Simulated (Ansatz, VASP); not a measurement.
One calculation of Ag, two programs

INCAR

```
SYSTEM = Ag
PREC = Accurate
ENCUT = 520
EDIFF = 1E-6
ISMEAR = 0
SIGMA = 0.15
LREAL = .False.
LASPH = .True.
NELM = 100
ALGO = Fast
ISIF = 2
LWAVE = .False.
LCHARG = .False.
NBANDS = 12
```

File KPOINTS:

```
regular mesh
0
Gamma
  20 20 20
  0 0 0
```

The input POSCAR:

```
Ag
1.0
   -1.6970453500      1.6970453500      1.6556540000
    1.6970453500     -1.6970453500      1.6556540000
    1.6970453500      1.6970453500     -1.6556540000
Ag
1
Direct
    0.0000000000      0.0000000000      0.0000000000
```

Input for Ansatz:

```yaml
crystal:
  lattice:
    - [-1.69704535, 1.69704535, 1.655654]
    - [1.69704535, -1.69704535, 1.655654]
    - [1.69704535, 1.69704535, -1.655654]
  atoms:
    - { symbol: Ag, position: [0.0, 0.0, 0.0] }
basis:
  ecutwfc: 420
kpoints:
  mp_grid: { grid: [20, 20, 20] }
hamiltonian:
  xc: lda
scf:
  occupations: { method: gaussian, width: 0.15 }
output:
  forces: true
  stress: true
  eigenvalues: true
```

Change from the starting cell: strain +0.025 along x and y, +0.000 along z, atoms carried along.

Alike in both runs: task single point; functional LDA; k mesh 20 × 20 × 20; occupations gaussian, width 0.15 eV; no spin polarisation.

|  | VASP | Ansatz |
| --- | --- | --- |
| version | VASP 6.6.1 | Ansatz 0.2.0 |
| potentials or method | VASP PAW LDA potentials, release 64 (Ag), cutoff 520 eV | scalar-relativistic, plane waves, PAW |
| valence electrons in the cell | 11 | 19 |

```tsv
	VASP	Ansatz	Ansatz less VASP
gap on the k mesh at the Fermi level (eV)	none	none	-
pressure (GPa)	-13.8	-14.0	-0.20
traceless stress, the component that is largest in VASP (GPa)	-0.33	-0.33	-0.001
```

LDA's correlation is that of Perdew and Zunger in VASP and of Perdew and Wang (1992) in Ansatz. A gap of «none» marks a metal or a gap that the smearing closes. VASP's potentials hold 11 valence electrons a cell and Ansatz's 19, so a difference there can come from the potentials and not from the codes.
